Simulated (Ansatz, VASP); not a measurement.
This is a calculation of HfIn4SiO6 for VASP 6.6.1.

File INCAR:

```
SYSTEM = HfIn4SiO6
ALGO     = Normal         ! electronic algorithm
EDIFF    = 1E-8           ! SCF threshold, eV
ENCUT    = 520            ! plane-wave cutoff, eV
GGA      = PE             ! functional
ISIF     = 2              ! what is computed and relaxed
ISMEAR   = -1             ! smearing method
LASPH    = .True.         ! aspherical terms in the spheres
LCHARG   = .False.        ! write CHGCAR
LEFG     = .True.       
LREAL    = .False.        ! projectors in reciprocal space
LWAVE    = .False.        ! write WAVECAR
NBANDS   = 63             ! bands
NELM     = 60             ! most SCF steps
PREC     = Accurate       ! precision mode
SIGMA    = 0.05           ! smearing width, eV
```

Contents of KPOINTS:

```
k-points
0
Gamma
  6 6 3
  0 0 0
```

Contents of POSCAR:

```
HfIn4SiO6
1.0
    5.2774300000      0.0000000000      0.0000000000
   -2.6387200000      4.5703900000      0.0000000000
    0.0000000000      0.0000000000     10.5590500000
Hf In Si O
1 4 1 6
Direct
    0.0000000000      0.0000000000      0.0000000000
    0.3333300000      0.6666700000      0.3044600000
    0.3333300000      0.6666700000      0.6955400000
    0.6666700000      0.3333300000      0.7891900000
    0.6666700000      0.3333300000      0.2108100000
    0.3333300000      0.6666700000      0.0000000000
    0.3063400000      0.3716200000      0.8997200000
    0.6283800000      0.6936600000      0.1002800000
    0.6283800000      0.9347100000      0.8997200000
    0.0652900000      0.3716200000      0.1002800000
    0.0652900000      0.6936600000      0.8997200000
    0.3063400000      0.9347100000      0.1002800000
```

Potentials or basis: VASP PAW PBE potentials, release 64 (Hf_pv, In_d, Si, O).

Run with:

```console
$ cat potpaw_PBE.64/Hf_pv/POTCAR potpaw_PBE.64/In_d/POTCAR potpaw_PBE.64/Si/POTCAR potpaw_PBE.64/O/POTCAR > POTCAR
$ mpirun -np 1 vasp_std > vasp.out
```

Task: Set up the same calculation for Ansatz 0.2.0. Potentials there: Ansatz PAW.

Result: As run (the cutoff follows the program's own potentials):

Contents of input.yaml:

```yaml
crystal:
  lattice:
    - [5.27743, 0.0, 0.0]
    - [-2.63872, 4.57039, 0.0]
    - [0.0, 0.0, 10.55905]
  atoms:
    - { symbol: Hf, position: [0.0, 0.0, 0.0] }
    - { symbol: In, position: [0.33333, 0.66667, 0.30446] }
    - { symbol: In, position: [0.33333, 0.66667, 0.69554] }
    - { symbol: In, position: [0.66667, 0.33333, 0.78919] }
    - { symbol: In, position: [0.66667, 0.33333, 0.21081] }
    - { symbol: Si, position: [0.33333, 0.66667, 0.0] }
    - { symbol: O, position: [0.30634, 0.37162, 0.89972] }
    - { symbol: O, position: [0.62838, 0.69366, 0.10028] }
    - { symbol: O, position: [0.62838, 0.93471, 0.89972] }
    - { symbol: O, position: [0.06529, 0.37162, 0.10028] }
    - { symbol: O, position: [0.06529, 0.69366, 0.89972] }
    - { symbol: O, position: [0.30634, 0.93471, 0.10028] }
hamiltonian:
  xc: pbe
  pseudopotentials: { kind: paw, frozen_core: stored }
kpoints:
  mp_grid: { grid: [6, 6, 3] }
scf:
  occupations: { method: fermi_dirac, width: 0.05 }
output:
  forces: true
  stress: true
  eigenvalues: true
  efg: {}
```

Potentials or basis: Ansatz PAW.

Run with:

```bash
$ ansatz run input.yaml --threads 8 --pin off --max-ram 20480MiB --backend cpu --events-out ev --progress --plain --runs-dir out
```

Both were run:

|  | VASP | Ansatz | Ansatz less VASP |
| --- | --- | --- | --- |
| gap on the k mesh at the Fermi level (eV) | none | none | - |
| pressure (GPa) | -0.4 | 0.0 | +0.36 |
| traceless stress, the component that is largest in VASP (GPa) | 0.16 | 0.01 | -0.144 |
| rms of the force components (eV/Å) | 0.061 | 0.001 | -0.0599 |
| size of Vzz on the site where it differs most (V/Å²) | 161.6 | 187.3 | +25.76 |

Atom by atom the forces differ by 0.060 eV/Å (rms over components). A gap of «none» marks a metal or a gap that the smearing closes. With one functional, cell and mesh, what is left measures potentials, basis and numerics. VASP's potentials hold 102 valence electrons a cell and Ansatz's 118, so a difference there can come from the potentials and not from the codes.

Neither program's run includes spin-orbit coupling.
